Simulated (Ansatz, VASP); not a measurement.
**CsAg2: VASP beside Ansatz**

```xyz
6
Lattice="7.8075 0.0000 0.0000 0.0000 7.8075 0.0000 0.0000 0.0000 7.8075" Properties=species:S:1:pos:R:3 pbc="T T T"
Cs    0.0000    0.0000    0.0000
Cs    3.9037    3.9037    3.9037
Ag    1.9519    1.9519    1.9519
Ag    1.9519    5.8556    5.8556
Ag    5.8556    5.8556    1.9519
Ag    5.8556    1.9519    5.8556
```

Alike in both runs: functional PBE; k mesh 4 × 4 × 4; occupations gaussian, width 0.1 eV; no spin polarisation.

Ansatz relaxed the structure, and its values are those at the end. VASP's run is a single point on that final structure, the one shown.

```csv
,VASP,Ansatz
version,VASP 6.6.1,Ansatz 0.2.0
potentials or method,"VASP PAW PBE potentials, release 64 (Cs_sv, Ag), cutoff 520 eV","scalar-relativistic, plane waves, PAW"
valence electrons in the cell,62,94
```

```csv
,VASP,Ansatz,Ansatz less VASP
gap on the k mesh at the Fermi level (eV),none,none,-
pressure (GPa),0.4,0.4,-0.01
```

A gap of «none» marks a metal or a gap that the smearing closes. VASP's potentials hold 62 valence electrons a cell and Ansatz's 94, so a difference there can come from the potentials and not from the codes.

Spin-orbit coupling is off throughout.
